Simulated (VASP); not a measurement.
Set up this calculation in VASP 6.6.1, as the native input.

* Task: single point
* Functional: r2SCAN
* Potentials or basis: VASP PAW PBE potentials, release 64 (Ag, S)
* Cutoff: 520 eV
* k mesh: 6 × 6 × 6
* Occupations: methfessel-paxton, width 0.0413 eV
* Spin: no spin polarisation
* Dipole correction: no
* Further INCAR settings: ALGO = Normal; EDIFF = 1e-06; NBANDS = 44

Crystal: AgS.

```xyz
8
Lattice="-3.6189 3.6189 3.1606 3.6189 -3.6189 3.1606 3.6189 3.6189 -3.1606" Properties=species:S:1:pos:R:3 pbc="T T T"
Ag    0.0000    3.6189    1.5803
Ag    3.6189    0.0000    1.5803
Ag    0.0000    0.0000    1.5803
Ag    0.0000    0.0000    4.7409
S     1.2956    4.9144    0.0000
S     2.3233    1.2956    0.0000
S     2.3233   -1.2956    3.1606
S     1.2956    2.3233    3.1606
```

One way to write it, as run:

POSCAR

```
AgS
1.0
   -3.6188690000      3.6188690000      3.1605840000
    3.6188690000     -3.6188690000      3.1605840000
    3.6188690000      3.6188690000     -3.1605840000
Ag S
4 4
Direct
    0.7500000000      0.2500000000      0.5000000000
    0.2500000000      0.7500000000      0.5000000000
    0.2500000000      0.2500000000      0.0000000000
    0.7500000000      0.7500000000      0.0000000000
    0.6790000000      0.1790000000      0.8580000000
    0.1790000000      0.3210000000      0.5000000000
    0.3210000000      0.8210000000      0.1420000000
    0.8210000000      0.6790000000      0.5000000000
```

INCAR.step1

```
SYSTEM = AgS
ALGO = Normal ; EDIFF = 1E-4
ENCUT = 520 ; GGA = PE
ISMEAR = 1 ; LASPH = .True.
LCHARG = .False. ; LREAL = .False.
LWAVE = .True. ; NBANDS = 44
NELM = 60 ; PREC = Accurate
SIGMA = 0.0413
```

INCAR.step2

```
SYSTEM = AgS
ALGO = Normal ; EDIFF = 1E-6
ENCUT = 520 ; ISIF = 2
ISMEAR = 1 ; ISTART = 1
LASPH = .True. ; LCHARG = .False.
LMIXTAU = .True. ; LREAL = .False.
LWAVE = .False. ; METAGGA = R2SCAN
NBANDS = 44 ; NELM = 60
PREC = Accurate ; SIGMA = 0.0413
```

KPOINTS

```
k-points
0
Gamma
  6 6 6
  0 0 0
```

Potentials or basis: VASP PAW PBE potentials, release 64 (Ag, S).

Command:

```bash
$ cat potpaw_PBE.64/Ag/POTCAR potpaw_PBE.64/S/POTCAR > POTCAR
$ cp INCAR.step1 INCAR
$ mpirun -np 1 vasp_std > vasp.out
$ cp INCAR.step2 INCAR
$ mpirun -np 1 vasp_std > vasp.out
```

It gave:

```yaml
Pressure: -2.2 GPa
Largest_force: 0.531 eV/Å
Band_gap_on_the_k_mesh: zero (bands 34 and 35 overlap by 0.23 eV)
```

Caveat: the PAW data sets were made with another functional, which shifts forces and pressure a little.

It took 22 min on 1 thread of Intel Xeon 8259CL (shared host), peak memory 0.46 GiB.
